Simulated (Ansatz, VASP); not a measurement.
Two plane-wave programs on Ti3Al

```xyz
4
Lattice="2.8711 0.0000 0.0000 -1.4356 2.4864 0.0000 0.0000 0.0000 9.6124" Properties=species:S:1:pos:R:3 pbc="T T T"
Ti    1.4356    0.8288    0.0000
Ti    0.0000    1.6576    7.2137
Ti    0.0000    1.6576    2.3987
Al    1.4356    0.8288    4.8062
```

Alike in both runs: task single point; functional PBE; k mesh 18 × 18 × 6; occupations gaussian, width 0.15 eV; no spin polarisation.

|  | VASP | Ansatz |
| --- | --- | --- |
| version | VASP 6.6.1 | Ansatz 0.2.0 |
| potentials or method | VASP PAW PBE potentials, release 64 (Ti_sv, Al), cutoff 520 eV | scalar-relativistic, plane waves, PAW |
| valence electrons in the cell | 39 | 39 |

```tsv
	VASP	Ansatz	Ansatz less VASP
gap on the k mesh at the Fermi level (eV)	none	none	-
pressure (GPa)	-0.4	-0.2	+0.16
traceless stress, the component that is largest in VASP (GPa)	-5.60	-5.63	-0.039
rms of the force components (eV/Å)	0.059	0.063	+0.0033
```

Atom by atom the forces differ by 0.003 eV/Å (rms over components). A gap of «none» marks a metal or a gap that the smearing closes. With one functional, cell and mesh, what is left measures potentials, basis and numerics.
